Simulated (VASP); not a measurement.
# TaN (P-6m2) in VASP: a series of runs, part 2 of 2

VASP 6.6.1. The steps go on from the part before.

### 4 Relaxation of shape and atoms at fixed volume, PBE (10.59 Å³/atom)

This run uses another cell than the first one, of 10.59 Å³/atom.

File INCAR:

```
SYSTEM = TaN
  ALGO = Normal
  EDIFF = 1E-6
  EDIFFG = -0.01
  ENCUT = 600
  GGA = PE
  IBRION = 2
  ISIF = 4
  ISMEAR = 0
  LASPH = .TRUE.
  LCHARG = .FALSE.
  LREAL = .FALSE.
  LWAVE = .FALSE.
  NELM = 60
  NSW = 50
  PREC = Accurate
  SIGMA = 0.1
```

File KPOINTS:

```
k-points
0
G
  18 18 14
  0 0 0
```

File POSCAR:

```
TaN
1.0
    2.9203827969      0.0000000000      0.0000000000
   -1.4601913984      2.5291256909      0.0000000000
    0.0000000000      0.0000000000      2.8684991799
Ta N
1 1
Direct
    0.3333333333      0.6666666667      0.5000000000
    0.0000000000      0.0000000000      0.0000000000
```

Potentials or basis: VASP PAW PBE potentials, release 64 (Ta_pv, N).

Launch:

```sh
$ cat potpaw_PBE.64/Ta_pv/POTCAR potpaw_PBE.64/N/POTCAR > POTCAR
$ mpirun -np 1 vasp_std > vasp.out
```

OUTCAR:

```text
SYSTEM = TaN
   EDIFF = 1E-6
   EDIFFG = -0.01
   ENCUT = 600
   GGA = PE
   IBRION = 2
   ISIF = 4
   ISMEAR = 0
   LASPH = .TRUE.
   LREAL = .FALSE.
   NELM = 60
   NSW = 50
   PREC = Accurate

 ion  position               nearest neighbor table
   1  0.333  0.667  0.500-   2 2.21   2 2.21   2 2.21   2 2.21   2 2.21   2 2.21
   2  0.000  0.000  0.000-   1 2.21   1 2.21   1 2.21   1 2.21   1 2.21   1 2.21

  LATTYP: Found a hexagonal cell.
 ALAT       =     2.9203827969
 C/A-ratio  =     0.9822339670

  Lattice vectors:

 A1 = (   2.9203827969,   0.0000000000,   0.0000000000)
 A2 = (  -1.4601913984,   2.5291256909,   0.0000000000)
 A3 = (   0.0000000000,   0.0000000000,   2.8684991799)

Analysis of symmetry for initial positions (statically):
=====================================================================
 Subroutine PRICEL returns:
 Original cell was already a primitive cell.

 Routine SETGRP: Setting up the symmetry group for a
 hexagonal supercell.

 Subroutine GETGRP returns: Found 12 space group operations
 (whereof 12 operations were pure point group operations)
 out of a pool of 24 trial point group operations.

The static configuration has the point symmetry D_3h.

Analysis of symmetry for dynamics (positions and initial velocities):
=====================================================================
 Subroutine PRICEL returns:
 Original cell was already a primitive cell.

 Routine SETGRP: Setting up the symmetry group for a
 hexagonal supercell.

 Subroutine GETGRP returns: Found 12 space group operations
 (whereof 12 operations were pure point group operations)
 out of a pool of 24 trial point group operations.

The dynamic configuration has the point symmetry D_3h.

 Subroutine INISYM returns: Found 12 space group operations
 (whereof 12 operations are pure point group operations),
 and found     1 'primitive' translations

----------------------------------------------------------------------------------------

                                     Primitive cell

  volume of cell :      21.1868

  direct lattice vectors                    reciprocal lattice vectors
     2.920382797  0.000000000  0.000000000     0.342420864  0.197696778  0.000000000
    -1.460191398  2.529125691  0.000000000     0.000000000  0.395393556  0.000000000
     0.000000000  0.000000000  2.868499180     0.000000000  0.000000000  0.348614358

  length of vectors
     2.920382797  2.920382797  2.868499180     0.395393556  0.395393556  0.348614358

  position of ions in fractional coordinates (direct lattice)
     0.333333333  0.666666667  0.500000000
     0.000000000  0.000000000  0.000000000

  ion indices of the primitive-cell ions
   primitive index   ion index
                 1           1
                 2           2

----------------------------------------------------------------------------------------

 KPOINTS: k-points

Automatic generation of k-mesh.
 Grid dimensions read from file:
 generate k-points for:   18   18   14

 Generating k-lattice:

  Cartesian coordinates                     Fractional coordinates (reciprocal lattice)
     0.019023381  0.010983154  0.000000000     0.055555556 -0.000000000  0.000000000
[... 46 lines left out ...]
   ions per type =               1   1
   NGX,Y,Z   is equivalent  to a cutoff of  13.66, 13.66, 13.91 a.u.
   NGXF,Y,Z  is equivalent  to a cutoff of  27.32, 27.32, 27.82 a.u.
 SYSTEM =  TaN
   PREC   = accura    normal or accurate (medium, high low for compatibility)
   ISTART =      0    job   : 0-new  1-cont  2-samecut
   ICHARG =      2    charge: 1-file 2-atom 10-const
   ISPIN  =      1    spin polarized calculation?
   LNONCOLLINEAR =      F non collinear calculations
   LSORBIT =      F    spin-orbit coupling
   LASPH  =      T    aspherical Exc in radial PAW
   ENCUT  =  600.0 eV  44.10 Ry    6.64 a.u.   5.83  5.83  5.73*2*pi/ulx,y,z
   NELM   =     60;   NELMIN=  2; NELMDL= -5     # of ELM steps
   EDIFF  = 0.1E-05   stopping-criterion for ELM
   LREAL  =      F    real-space projection
   EDIFFG = -.1E-01   stopping-criterion for IOM
   NSW    =     50    number of steps for IOM
   IBRION =      2    ionic relax: 0-MD 1-quasi-New 2-CG
   NFREE  =      1    steps in history (QN), initial steepest desc. (CG)
   ISIF   =      4    stress and relaxation
   ISYM   =      2    0-nonsym 1-usesym 2-fastsym
   POTIM  = 0.5000    time-step for ionic-motion
   TEBEG  =    0.0;   TEEND  =   0.0 temperature during run
   PSTRESS=    0.0 pullay stress
   NELECT =      16.0000    total number of electrons
   NUPDOWN=      -1.0000    fix difference up-down
   EMIN   =  10.00;   EMAX   =-10.00  energy-range for DOS
   EFERMI =   0.00;   METHOD = LEGACY
   ISMEAR =     0;   SIGMA  =   0.10  broadening in eV -4-tet -1-fermi 0-gaus
   EFERMI_NEDOS =   21; number of points for ismear=-14 and -15
   IALGO  =     38    algorithm
   IMIX   =      4    mixing-type and parameters
     AMIX     =   0.40;   BMIX     =  1.00
     AMIX_MAG =   1.60;   BMIX_MAG =  1.00
  volume/ion in A,a.u.               =      10.59        71.49
  Fermi-wavevector in a.u.,A,eV,Ry     =   1.490824  2.817250 30.239733  2.222558
  Thomas-Fermi vector in A             =   2.603557
   LORBIT       =      0    0 simple, 1 ext, 2 COOP (PROOUT), +10 PAW based schemes
   GGA     = PE    functional components
   LHFCALC =     F    Hartree Fock is set to
   AEXX    =    0.0000 exact exchange contribution
   IVDW    =     0    specifies the selected vdW correction
   LEPSILON=     F    determine dielectric tensor
   LRPA    =     F    only Hartree local field effects (RPA)
 conjugate gradient relaxation of ions
 non-spin polarized calculation
 Gauss-broadening in eV      SIGMA  =   0.10
  energy-cutoff  :      600.00
  volume of cell :       21.19
 maximum number of plane-waves:       724
 NGX is ok and might be reduce to    24
   NGX = 11   NGY = 11   NGZ = 11

--------------------------------------- Ionic step        1  -------------------------------------------

 number of electron      16.0000000 magnetization

 Free energy of the ion-electron system (eV)
  ---------------------------------------------------
  ext. energy  EPLUGINS =         0.00000000
  ---------------------------------------------------
  free energy    TOTEN  =       -22.42289381 eV

  energy without entropy =      -22.42264720  energy(sigma->0) =      -22.42277050

------------------------ aborting loop because EDIFF is reached ----------------------------------------

  FORCE on cell =-STRESS in cart. coord.  units (eV):
  Direction    XX          YY          ZZ          XY          YZ          ZX
  --------------------------------------------------------------------------------------
  -------------------------------------------------------------------------------------
  Total        1.4827397      1.4827397      1.6698759      0.0000000      0.0000000      0.0000000
  in kB      112.1270941    112.1270941    126.2786249      0.0000000      0.0000000      0.0000000
  external PRESSURE =     116.8442710 kB  Pullay stress =       0.0000000 kB
[... 59 lines left out ...]
--------------------------------------- Ionic step        3  -------------------------------------------

 number of electron      16.0000000 magnetization

 Free energy of the ion-electron system (eV)
  ---------------------------------------------------
  ext. energy  EPLUGINS =         0.00000000
  ---------------------------------------------------
  free energy    TOTEN  =       -22.42300279 eV

  energy without entropy =      -22.42275760  energy(sigma->0) =      -22.42288019

 E-fermi :   8.4226     XC(G=0): -13.4404

 val. band max:        8.3828414650   @ k =   0.0000   0.0000   0.4286
 cond. band min:       8.4520652927   @ k =   0.0556   0.0000   0.5000
 fundamental gap:      0.0692238277
 Fermi energy:         8.4226095084

 k-point     1 :       0.0000    0.0000    0.0000
  band No.  band energies     occupation
      1     -26.3715      2.00000
      2     -26.0883      2.00000
      3     -26.0883      2.00000
      4      -9.4756      2.00000
      5       3.8166      2.00000
      6       3.8166      2.00000
      7       4.1385      2.00000
      8       5.4666      2.00000
      9      10.7991      0.00000
     10      12.0814      0.00000
     11      12.0814      0.00000
     12      12.5316      0.00000
[... 331 lines left out ...]
 k-point    24 :       0.3889    0.1111    0.0000
  band No.  band energies     occupation
      1     -27.1233      2.00000
      2     -26.4128      2.00000
      3     -26.2170      2.00000
      4      -7.1019      2.00000
      5       0.2643      2.00000
      6       3.1943      2.00000
      7       4.1277      2.00000
      8       6.1115      2.00000
      9      10.7826      0.00000
     10      11.5772      0.00000
     11      13.1227      0.00000
     12      14.6047      0.00000

 [... further k-points ...]
[... 5 lines left out ...]
  --------------------------------------------------------------------------------------
  -------------------------------------------------------------------------------------
  Total        1.5320145      1.5320145      1.5455108      0.0000000     -0.0000000      0.0000000
  in kB      115.8533352    115.8533352    116.8739409      0.0000000     -0.0000000      0.0000000
  external PRESSURE =     116.1935371 kB  Pullay stress =       0.0000000 kB
[... 17 lines left out ...]
  FREE ENERGIE OF THE ION-ELECTRON SYSTEM (eV)
  ---------------------------------------------------
  free  energy   TOTEN  =       -22.4230027869 eV

  energy  without entropy=      -22.4227576027  energy(sigma->0) =      -22.42288019

 reached required accuracy - stopping structural energy minimisation
```

OSZICAR:

```text
N       E                     dE             d eps       ncg     rms          rms(c)
DAV:   1     0.974320020997E+02    0.97432E+02   -0.10080E+04  7104   0.158E+03
DAV:   2    -0.207790845318E+02   -0.11821E+03   -0.11170E+03  8108   0.371E+02
DAV:   3    -0.248958653250E+02   -0.41168E+01   -0.40486E+01  8864   0.648E+01
[... 17 lines left out ...]
       N       E                     dE             d eps       ncg     rms          rms(c)
DAV:   1    -0.224233196842E+02   -0.48204E-03   -0.19367E-02  7116   0.139E+00    0.977E-02
DAV:   2    -0.224230891422E+02    0.23054E-03   -0.33331E-04  8276   0.194E-01    0.543E-02
DAV:   3    -0.224230033238E+02    0.85818E-04   -0.13250E-04  8700   0.999E-02    0.182E-02
DAV:   4    -0.224230027869E+02    0.53687E-06   -0.61155E-06  8288   0.244E-02
   3 F= -.22423003E+02 E0= -.22422880E+02  d E =-.108980E-03
```

CONTCAR:

```text
TaN
   1.00000000000000
     2.9184488625633680    0.0000000000009094    0.0000000000000000
    -1.4592244312309295    2.5274508546350654   -0.0000000000000000
     0.0000000000000000    0.0000000000000000    2.8723021090341039
  Ta              N
     1     1
Direct
     0.3333333332999970    0.6666666667000030    0.5000000000000000
     0.0000000000000000    1.0000000000000000    1.0000000000000000

  0.00000000E+00  0.00000000E+00  0.00000000E+00
  0.00000000E+00  0.00000000E+00  0.00000000E+00
```

Wall time 63 s (1 thread of AMD EPYC 9R45 (Zen 5), shared host); peak memory 0.2 GiB.

What came out:

```yaml
Free_energy: -22.4230 eV
Energy_gained_by_relaxing: 0.1 meV/atom
Ionic_steps: 3
Pressure_after_relaxing: 11.6 GPa
Band_gap_on_the_k_mesh: zero (bands 8 and 9 overlap by 0.30 eV)
```

The path:
```tsv
step	energy change (eV)	largest force (eV/Å)	pressure (GPa)	volume (Å³)
1	0.0000	0.0000	11.68	21.19
2	0.0001	0.0000	11.56	21.19
3	-0.0001	0.0000	11.62	21.19
```

Final structure:
```
Ta N
1.0
     2.91845    0.00000    0.00000
    -1.45922    2.52745    0.00000
     0.00000    0.00000    2.87230
Ta N
1 1
Direct
  0.33333 0.66667 0.50000
  0.00000 0.00000 0.00000
```

Levels at points of the mesh, in eV from the Fermi level:
| k point | band 4 | band 5 | band 6 | band 7 | band 8 | band 9 | band 10 | band 11 | band 12 |
| --- | --- | --- | --- | --- | --- | --- | --- | --- | --- |
| (0.00, 0.00, 0.00) | -17.90 | -4.61 | -4.61 | -4.28 | -2.96 | 2.38 | 3.66 | 3.66 | 4.11 |
| (0.50, 0.00, 0.00) | -15.54 | -8.37 | -5.29 | -3.54 | -3.19 | 3.08 | 4.16 | 5.31 | 5.46 |
| (0.00, 0.00, 0.50) | -15.17 | -9.45 | -3.78 | -3.78 | -0.08 | -0.08 | 2.42 | 3.42 | 3.42 |
| (0.50, 0.00, 0.50) | -15.89 | -7.41 | -6.25 | -5.75 | -0.33 | 4.29 | 5.51 | 6.18 | 7.26 |

Caveat: spin-orbit coupling is left out, which moves the levels of the heavy elements.

### 5 Summary

```tsv
cell	gap on the mesh (eV)	pressure (GPa)
relaxed from a = 2.855, b = 2.855, c = 2.815 Å, angles 90.0, 90.0, 120.0°, 2 atoms	none	39.9
relaxed from a = 2.888, b = 2.888, c = 2.842 Å, angles 90.0, 90.0, 120.0°, 2 atoms	none	24.6
relaxed from a = 2.920, b = 2.920, c = 2.868 Å, angles 90.0, 90.0, 120.0°, 2 atoms	none	11.6
```

Alike in all rows: task relaxation of shape and atoms at fixed volume; level PBE; potentials or basis VASP PAW PBE potentials, release 64 (Ta_pv, N); no spin polarisation; k mesh 18 × 18 × 14; cutoff (eV) 600; smearing gaussian 0.1 eV.

Caveats: spin-orbit coupling is left out, which moves the levels of the heavy elements.

Absolute energies hang on the potentials; compare differences alone.
